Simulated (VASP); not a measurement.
Here is a VASP 6.6.1 calculation.

File POSCAR:

```
AlN
1.0
    0.0000000000      2.2277280151      2.2277280151
    2.2277280151      0.0000000000      2.2277280151
    2.2277280151      2.2277280151      0.0000000000
Al N
1 1
Direct
    0.0000000000      0.0000000000      0.0000000000
    0.2500000000      0.2500000000      0.2500000000
```

File INCAR.step1:

```
PREC = Accurate ; ENCUT = 520
ISMEAR = 0 ; SIGMA = 0.01
LREAL = F ; LASPH = T
NELM = 60 ; NBANDS = 11
GGA = PE ; ALGO = Normal
EDIFF = 1E-4 ; LWAVE = T
LCHARG = F
```

The input INCAR.step2:

```
PREC = Accurate ; ENCUT = 520
EDIFF = 1E-6 ; ISMEAR = 0
SIGMA = 0.01 ; LREAL = F
LASPH = T ; NELM = 60
ALGO = Normal ; ISIF = 2
LWAVE = F ; LCHARG = T
METAGGA = R2SCAN ; LMIXTAU = T
LELF = T ; LVHAR = T
NBANDS = 11 ; ISTART = 1
```

KPOINTS

```
regular mesh
0
Gamma
  8 8 8
```

Potentials or basis: VASP PAW PBE potentials, release 64 (Al, N).

Launch:

```sh
$ cat potpaw_PBE.64/Al/POTCAR potpaw_PBE.64/N/POTCAR > POTCAR
$ cp INCAR.step1 INCAR
$ mpirun -np 1 vasp_std > vasp.out
$ cp INCAR.step2 INCAR
$ mpirun -np 1 vasp_std > vasp.out
```

Predict the pressure.

-11.3 GPa.

Predict the band gap on the k mesh.

3.89 eV, indirect (least direct gap 4.35 eV).

Caveat: the PAW data sets were made with another functional, which shifts forces and pressure a little. A k mesh can miss the band edges.
